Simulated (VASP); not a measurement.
A run of VASP 6.6.1 is set up as follows.

The input INCAR:

```
SYSTEM = Al2O3
PREC = Accurate
ENCUT = 520
EDIFF = 1E-7
ISMEAR = 0
SIGMA = 0.01
LREAL = .False.
LASPH = .True.
NELM = 80
ALGO = Normal
ISIF = 2
LWAVE = .False.
LCHARG = .False.
GGA = CA
NBANDS = 35
```

The input KPOINTS:

```
Automatic mesh
0
Gamma
  6 4 8
  0 0 0
```

Contents of POSCAR:

```
Al2O3
1.0
    4.6137770000      0.0000000000      0.0000000000
    0.0000000000      9.5632790000      0.0000000000
    0.0000000000      0.0000000000      3.1198620000
Al O
4 6
Direct
    0.9829750000      0.8245730000      0.0000000000
    0.0170250000      0.1754270000      0.0000000000
    0.4829750000      0.6754270000      0.5000000000
    0.5170250000      0.3245730000      0.5000000000
    0.5000000000      0.5000000000      0.5000000000
    0.1236350000      0.7530500000      0.5000000000
    0.3763650000      0.2530500000      0.0000000000
    0.6236350000      0.7469500000      0.0000000000
    0.0000000000      0.0000000000      0.0000000000
    0.8763650000      0.2469500000      0.5000000000
```

Potentials or basis: VASP PAW LDA potentials, release 64 (Al, O).

Run with:

```sh
$ cat potpaw_LDA.64/Al/POTCAR potpaw_LDA.64/O/POTCAR > POTCAR
$ mpirun -np 1 vasp_std > vasp.out
```

Q: Predict the band gap on the k mesh.

A: 3.35 eV.

Q: What does it give for the largest force?

A: 0.194 eV/Å.

Forces on the atoms (eV/Å):
```
Al  -0.078 -0.056  0.000
Al   0.078  0.056  0.000
Al  -0.078  0.056  0.000
Al   0.078 -0.056  0.000
O    0.000  0.000  0.000
O    0.193  0.016  0.000
O   -0.193  0.016  0.000
O    0.193 -0.016  0.000
O    0.000  0.000  0.000
O   -0.193 -0.016  0.000
```

 A k mesh can miss the band edges.
